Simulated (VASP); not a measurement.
FeO: single point with PBE

The system is FeO.

```xyz
2
Lattice="2.5772 0.0000 0.0000 0.0000 2.5772 0.0000 0.0000 0.0000 2.5772" Properties=species:S:1:pos:R:3 pbc="T T T"
Fe    0.0000    0.0000    0.0000
O     1.2886    1.2886    1.2886
```

* Program: VASP 6.6.1
* Task: single point
* Functional: PBE
* Potentials or basis: VASP PAW PBE potentials, release 64 (Fe, O)
* Cutoff: 520 eV
* k mesh: 10 × 10 × 10
* Occupations: fermi-dirac, width 0.05 eV
* Spin: collinear spin, ferromagnetic start
* Starting moments: [3.0, 0.0] μB

* Pressure: 19.9 GPa
* Band gap on the k mesh: zero (filled and empty bands overlap)
* Net moment: 3.99 μB per cell
* Site moments: Fe +3.51; O +0.38 μB
* Valence electrons inside the program's atomic spheres: Fe 6.88; O 5.00

Levels at points of the mesh, in eV from the Fermi level:
Spin up:
```csv
k point,band 7,band 8,band 9,band 10,band 11,band 12
"(0.00, 0.00, 0.00)",-2.49,-2.49,-2.49,1.08,15.63,15.63
"(0.50, 0.00, 0.00)",-1.48,-0.15,-0.15,6.39,8.74,16.01
"(0.50, 0.50, 0.00)",-3.20,-2.07,-1.41,6.32,11.57,11.57
"(0.50, 0.50, 0.50)",-0.06,-0.06,-0.06,6.81,6.81,6.81
```
Spin down:
```tsv
k point	band 1	band 2	band 3	band 4	band 5	band 6	band 7	band 8	band 9	band 10
(0.00, 0.00, 0.00)	-20.26	-2.31	-2.31	-2.31	-2.29	-2.29	1.63	1.63	1.63	2.13
(0.50, 0.00, 0.00)	-18.81	-8.53	-3.11	-3.11	-1.71	1.41	1.76	2.72	2.72	7.18
(0.50, 0.50, 0.00)	-18.10	-6.11	-6.11	-1.78	-1.34	0.40	0.68	0.68	1.82	8.09
(0.50, 0.50, 0.50)	-16.98	-6.66	-6.66	-6.66	1.87	1.87	3.14	3.14	3.14	7.58
```

It took 14 s on 1 thread of Intel(R) Xeon(R) 6975P-C (Granite Rapids) (shared host), peak memory 0.14 GiB.

Caveat: a cell with one magnetic atom can't hold antiferromagnetic order, which such compounds often take; semilocal functionals often make such compounds metallic where correlation or magnetic order opens a gap, which also shifts bond lengths. With open d or f shells a metallic result of PBE can be an artefact of self-interaction; +U or a hybrid may open a gap.
